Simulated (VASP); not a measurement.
# Ge (Fd-3m) in VASP: a series of runs, part 2 of 2

VASP 6.6.1. Earlier steps stand in the parts before.

### 4 Single point, revPBE (volume scaled by 1.08)

INCAR

```
SYSTEM = Ge
PREC = Accurate ; ENCUT = 520
EDIFF = 1E-7 ; ISMEAR = -1
SIGMA = 0.05 ; LREAL = .False.
LASPH = .True. ; NELM = 80
ALGO = Normal ; ISIF = 2
LWAVE = .False. ; LCHARG = .False.
GGA = RE ; NBANDS = 21
```

KPOINTS

```
Automatic mesh
0
Gamma
  9 9 9
  0 0 0
```

POSCAR

```
Ge
1.0
    0.0000000000      2.9810440757      2.9810440757
    2.9810440757      0.0000000000      2.9810440757
    2.9810440757      2.9810440757      0.0000000000
Ge
2
Direct
    0.5000000000      0.5000000000      0.5000000000
    0.7500000000      0.7500000000      0.7500000000
```

Potentials or basis: VASP PAW PBE potentials, release 64 (Ge_d).

The run is started by

```
cat potpaw_PBE.64/Ge_d/POTCAR > POTCAR
mpirun -np 1 vasp_std > vasp.out
```

OUTCAR:

```text
SYSTEM = Ge
   PREC = Accurate
   ENCUT = 520
   EDIFF = 1E-7
   ISMEAR = -1
   LREAL = .False.
   LASPH = .True.
   NELM = 80
   ISIF = 2
   GGA = RE

 ion  position               nearest neighbor table
   1  0.500  0.500  0.500-   2 2.58   2 2.58   2 2.58   2 2.58
   2  0.750  0.750  0.750-   1 2.58   1 2.58   1 2.58   1 2.58

  LATTYP: Found a face centered cubic cell.
 ALAT       =     5.9620881514

  Lattice vectors:

 A1 = (   0.0000000000,   2.9810440757,   2.9810440757)
 A2 = (   2.9810440757,   0.0000000000,   2.9810440757)
 A3 = (   2.9810440757,   2.9810440757,   0.0000000000)

Analysis of symmetry for initial positions (statically):
=====================================================================
 Subroutine PRICEL returns:
 Original cell was already a primitive cell.

 Routine SETGRP: Setting up the symmetry group for a
 face centered cubic supercell.

 Subroutine GETGRP returns: Found 48 space group operations
 (whereof 24 operations were pure point group operations)
 out of a pool of 48 trial point group operations.

The static configuration has the point symmetry T_d .
 The point group associated with its full space group is O_h .

Analysis of symmetry for dynamics (positions and initial velocities):
=====================================================================
 Subroutine PRICEL returns:
 Original cell was already a primitive cell.

 Routine SETGRP: Setting up the symmetry group for a
 face centered cubic supercell.

 Subroutine GETGRP returns: Found 48 space group operations
 (whereof 24 operations were pure point group operations)
 out of a pool of 48 trial point group operations.

The dynamic configuration has the point symmetry T_d .
 The point group associated with its full space group is O_h .

 Subroutine INISYM returns: Found 48 space group operations
 (whereof 24 operations are pure point group operations),
 and found     1 'primitive' translations

----------------------------------------------------------------------------------------

                                     Primitive cell

  volume of cell :      52.9828

  direct lattice vectors                    reciprocal lattice vectors
     0.000000000  2.981044076  2.981044076    -0.167726470  0.167726470  0.167726470
     2.981044076  0.000000000  2.981044076     0.167726470 -0.167726470  0.167726470
     2.981044076  2.981044076  0.000000000     0.167726470  0.167726470 -0.167726470

  length of vectors
     4.215832962  4.215832962  4.215832962     0.290510768  0.290510768  0.290510768

  position of ions in fractional coordinates (direct lattice)
     0.500000000  0.500000000  0.500000000
     0.750000000  0.750000000  0.750000000

  ion indices of the primitive-cell ions
   primitive index   ion index
                 1           1
                 2           2

----------------------------------------------------------------------------------------

 KPOINTS: Automatic mesh

Automatic generation of k-mesh.
 Grid dimensions read from file:
 generate k-points for:    9    9    9

 Generating k-lattice:

  Cartesian coordinates                     Fractional coordinates (reciprocal lattice)
    -0.018636274  0.018636274  0.018636274     0.111111111  0.000000000  0.000000000
     0.018636274 -0.018636274  0.018636274     0.000000000  0.111111111  0.000000000
     0.018636274  0.018636274 -0.018636274     0.000000000  0.000000000  0.111111111

  Length of vectors
     0.032278974  0.032278974  0.032278974

  Shift w.r.t. Gamma in fractional coordinates (k-lattice)
     0.000000000  0.000000000  0.000000000

 Subroutine IBZKPT returns following result:
 ===========================================

 Found     35 irreducible k-points:

 Following reciprocal coordinates:
            Coordinates               Weight
  0.000000  0.000000  0.000000      1.000000
  0.111111  0.000000  0.000000      8.000000
  0.222222  0.000000  0.000000      8.000000
  0.333333  0.000000  0.000000      8.000000
  0.444444  0.000000  0.000000      8.000000
  0.111111  0.111111  0.000000      6.000000
[... 16 lines left out ...]
 -0.333333  0.333333  0.000000     12.000000
  0.444444  0.444444  0.000000      6.000000
 [... further k-points ...]
   k-points           NKPTS =     35   k-points in BZ     NKDIM =     35   number of bands    NBANDS=     21
   number of dos      NEDOS =    301   number of ions     NIONS =      2
   total plane-waves  NPLWV =  32768
   dimension x,y,z NGX =    32 NGY =   32 NGZ =   32
   dimension x,y,z NGXF=    64 NGYF=   64 NGZF=   64
   ions per type =               2
   NGX,Y,Z   is equivalent  to a cutoff of  12.62, 12.62, 12.62 a.u.
   NGXF,Y,Z  is equivalent  to a cutoff of  25.24, 25.24, 25.24 a.u.
 SYSTEM =  Ge
   PREC   = accura    normal or accurate (medium, high low for compatibility)
   ISTART =      0    job   : 0-new  1-cont  2-samecut
   ICHARG =      2    charge: 1-file 2-atom 10-const
   ISPIN  =      1    spin polarized calculation?
   LNONCOLLINEAR =      F non collinear calculations
   LSORBIT =      F    spin-orbit coupling
   LASPH  =      T    aspherical Exc in radial PAW
   ENCUT  =  520.0 eV  38.22 Ry    6.18 a.u.   7.84  7.84  7.84*2*pi/ulx,y,z
   NELM   =     80;   NELMIN=  2; NELMDL= -5     # of ELM steps
   EDIFF  = 0.1E-06   stopping-criterion for ELM
   LREAL  =      F    real-space projection
   EDIFFG = 0.1E-05   stopping-criterion for IOM
   NSW    =      0    number of steps for IOM
   IBRION =     -1    ionic relax: 0-MD 1-quasi-New 2-CG
   NFREE  =      0    steps in history (QN), initial steepest desc. (CG)
   ISIF   =      2    stress and relaxation
   ISYM   =      2    0-nonsym 1-usesym 2-fastsym
   POTIM  = 0.5000    time-step for ionic-motion
   TEBEG  =    0.0;   TEEND  =   0.0 temperature during run
   PSTRESS=    0.0 pullay stress
   NELECT =      28.0000    total number of electrons
   NUPDOWN=      -1.0000    fix difference up-down
   EMIN   =  10.00;   EMAX   =-10.00  energy-range for DOS
   EFERMI =   0.00;   METHOD = LEGACY
   ISMEAR =    -1;   SIGMA  =   0.05  broadening in eV -4-tet -1-fermi 0-gaus
   EFERMI_NEDOS =   21; number of points for ismear=-14 and -15
   IALGO  =     38    algorithm
   IMIX   =      4    mixing-type and parameters
     AMIX     =   0.40;   BMIX     =  1.00
     AMIX_MAG =   1.60;   BMIX_MAG =  1.00
  volume/ion in A,a.u.               =      26.49       178.77
  Fermi-wavevector in a.u.,A,eV,Ry     =   1.323577  2.501197 23.835438  1.751855
  Thomas-Fermi vector in A             =   2.453175
   LORBIT       =      0    0 simple, 1 ext, 2 COOP (PROOUT), +10 PAW based schemes
   GGA     = RE    functional components
   LHFCALC =     F    Hartree Fock is set to
   AEXX    =    0.0000 exact exchange contribution
   IVDW    =     0    specifies the selected vdW correction
   LEPSILON=     F    determine dielectric tensor
   LRPA    =     F    only Hartree local field effects (RPA)
 non-spin polarized calculation
  energy-cutoff  :      520.00
  volume of cell :       52.98
 maximum number of plane-waves:      1438
   NGX = 15   NGY = 15   NGZ = 15

 number of electron      28.0000025 magnetization

 Free energy of the ion-electron system (eV)
  ---------------------------------------------------
  ext. energy  EPLUGINS =         0.00000000
  ---------------------------------------------------
  free energy    TOTEN  =        -8.41059127 eV

  energy without entropy =       -8.40819296  energy(sigma->0) =       -8.40939211

 E-fermi :   3.5284     XC(G=0):  -9.0594

 val. band max:        3.5075307252   @ k =   0.4444   0.0000   0.0000
 cond. band min:       3.6624751346   @ k =   0.0000   0.0000   0.0000
 fundamental gap:      0.1549444094
 Fermi energy:         3.5283796597

 k-point     1 :       0.0000    0.0000    0.0000
  band No.  band energies     occupation
      1     -21.0116      2.00000
      2     -21.0116      2.00000
      3     -21.0116      2.00000
      4     -20.9865      2.00000
      5     -20.9865      2.00000
      6     -20.8475      2.00000
[... 13 lines left out ...]
     20      12.7097      0.00000
     21      12.7097      0.00000
[... 529 lines left out ...]
 k-point    24 :       0.4444    0.4444    0.0000
  band No.  band energies     occupation
      1     -21.0342      2.00000
      2     -21.0342      2.00000
      3     -20.9869      2.00000
      4     -20.9603      2.00000
      5     -20.9264      2.00000
      6     -20.9018      2.00000
[... 13 lines left out ...]
     20      14.6785      0.00000
     21      15.7961      0.00000

 [... further k-points ...]

------------------------ aborting loop because EDIFF is reached ----------------------------------------

  FORCE on cell =-STRESS in cart. coord.  units (eV):
  Direction    XX          YY          ZZ          XY          YZ          ZX
  --------------------------------------------------------------------------------------
  -------------------------------------------------------------------------------------
  Total       -1.2381038     -1.2381038     -1.2381038      0.0000000      0.0000000      0.0000000
  in kB      -37.4397076    -37.4397076    -37.4397076      0.0000000      0.0000000      0.0000000
  external PRESSURE =     -37.4397076 kB  Pullay stress =       0.0000000 kB

 VOLUME and BASIS-vectors are now :
 -----------------------------------------------------------------------------
  energy-cutoff  :      520.00
  volume of cell :       52.98
      direct lattice vectors                 reciprocal lattice vectors
     0.000000000  2.981044076  2.981044076    -0.167726470  0.167726470  0.167726470
     2.981044076  0.000000000  2.981044076     0.167726470 -0.167726470  0.167726470
     2.981044076  2.981044076  0.000000000     0.167726470  0.167726470 -0.167726470

 POSITION                                       TOTAL-FORCE (eV/Angst)
 -----------------------------------------------------------------------------------
      2.98104      2.98104      2.98104        -0.000000      0.000000     -0.000000
      4.47157      4.47157      4.47157         0.000000     -0.000000      0.000000
 -----------------------------------------------------------------------------------
    total drift:                               -0.000000     -0.000000      0.000000

  FREE ENERGIE OF THE ION-ELECTRON SYSTEM (eV)
  ---------------------------------------------------
  free  energy   TOTEN  =        -8.4105912664 eV

  energy  without entropy=       -8.4081929597  energy(sigma->0) =       -8.40939211
```

OSZICAR:

```text
N       E                     dE             d eps       ncg     rms          rms(c)
DAV:   1     0.195972164382E+03    0.19597E+03   -0.14861E+04  1616   0.342E+03
DAV:   2     0.210224373652E+02   -0.17495E+03   -0.16981E+03  1475   0.611E+02
DAV:   3    -0.736563935725E+01   -0.28388E+02   -0.28211E+02  1690   0.146E+02
DAV:   4    -0.841474899652E+01   -0.10491E+01   -0.10486E+01  1650   0.326E+01
DAV:   5    -0.843348971455E+01   -0.18741E-01   -0.18740E-01  1690   0.494E+00    0.270E+00
DAV:   6    -0.841450225722E+01    0.18987E-01   -0.17116E-02  1937   0.161E+00    0.161E+00
DAV:   7    -0.840777834863E+01    0.67239E-02   -0.31590E-02  1679   0.195E+00    0.153E-01
DAV:   8    -0.840996015606E+01   -0.21818E-02   -0.53829E-03  1658   0.938E-01    0.492E-02
DAV:   9    -0.841047893773E+01   -0.51878E-03   -0.59677E-04  1590   0.204E-01    0.165E-02
DAV:  10    -0.841058340771E+01   -0.10447E-03   -0.19163E-04  1620   0.102E-01    0.812E-03
DAV:  11    -0.841059150623E+01   -0.80985E-05   -0.26683E-05  1575   0.588E-02    0.222E-03
DAV:  12    -0.841059125746E+01    0.24877E-06   -0.12229E-06  1705   0.171E-02    0.478E-04
DAV:  13    -0.841059126645E+01   -0.89840E-08   -0.93225E-08  1286   0.270E-03
   1 F= -.84105913E+01 E0= -.84093921E+01  d E =-.239831E-02
```

stdout:

```text
POSCAR found type information on POSCAR Ge
 POSCAR found :  1 types and       2 ions
 scaLAPACK will be used
 -----------------------------------------------------------------------------
|                                                                             |
|                                                                             |
|     You enforced a specific xc type in the INCAR file but a different       |
|     I HOPE YOU KNOW WHAT YOU ARE DOING!                                     |
|                                                                             |
 -----------------------------------------------------------------------------

 LDA part: xc-table for (Slater+PW92), standard interpolation
 POSCAR, INCAR and KPOINTS ok, starting setup
 FFT: planning ... GRIDC
 FFT: planning ... GRID_SOFT
 FFT: planning ... GRID
 WAVECAR not read
 entering main loop
```

Wall time 16 s (1 thread of Intel Xeon Platinum 8559C (Emerald Rapids), shared host); peak memory 0.18 GiB.

Results:

```yaml
Free_energy: -8.4106 eV
Pressure: -3.7 GPa
Band_gap_on_the_k_mesh: zero (band 14 reaches 3.66 eV, above the bottom of band 15 at 3.51 eV)
```

Caveat: the PAW data sets were made with another functional, which shifts forces and pressure a little.

### 5 Single point, revPBE (volume scaled by 1.12)

INCAR

```
SYSTEM = Ge
ALGO = Normal ; EDIFF = 1E-6
ENCUT = 520 ; GGA = RE
ISIF = 2 ; ISMEAR = -1
LASPH = .True. ; LCHARG = .False.
LREAL = .False. ; LWAVE = .False.
NBANDS = 21 ; NELM = 100
PREC = Accurate ; SIGMA = 0.05
```

KPOINTS

```
k-points
0
Gamma
  9 9 9
  0 0 0
```

POSCAR

```
Ge
1.0
    0.0000000000      3.0174018550      3.0174018550
    3.0174018550      0.0000000000      3.0174018550
    3.0174018550      3.0174018550      0.0000000000
Ge
2
Direct
    0.5000000000      0.5000000000      0.5000000000
    0.7500000000      0.7500000000      0.7500000000
```

The run is started by

```
cat potpaw_PBE.64/Ge_d/POTCAR > POTCAR
mpirun -np 1 vasp_std > vasp.out
```

It took 15 s on 1 thread of Intel Xeon Platinum 8559C (Emerald Rapids), shared host; peak memory 0.18 GiB.

It converged, with:

- Free energy: -8.3578 eV
- Pressure: -4.9 GPa
- Band gap on the k mesh: zero (band 14 reaches 3.37 eV, above the bottom of band 15 at 3.13 eV)

Levels at points of the mesh, in eV from the Fermi level:
```csv
k point,band 11,band 12,band 13,band 14,band 15,band 16,band 17,band 18
"(0.00, 0.00, 0.00)",-11.26,-1.37,0.16,0.16,0.16,2.61,2.61,2.61
```

Caveat: the PAW data sets were made with another functional, which shifts forces and pressure a little.

### 6 The runs side by side

```tsv
cell	gap on the mesh (eV)	pressure (GPa)
a = 4.109 Å, angles 60.0°, 2 atoms	none	-0.4
a = 4.163 Å, angles 60.0°, 2 atoms	none	-2.3
a = 4.216 Å, angles 60.0°, 2 atoms	none	-3.7
a = 4.267 Å, angles 60.0°, 2 atoms	none	-4.9
```

Alike in all rows: task single point; level revPBE; potentials or basis VASP PAW PBE potentials, release 64 (Ge_d); no spin polarisation; k mesh 9 × 9 × 9; cutoff (eV) 520; smearing fermi-dirac 0.05 eV.

Caveats: the PAW data sets were made with another functional, which shifts forces and pressure a little.

Total energies depend on the potentials used, so only differences within one code and one set of settings carry meaning.
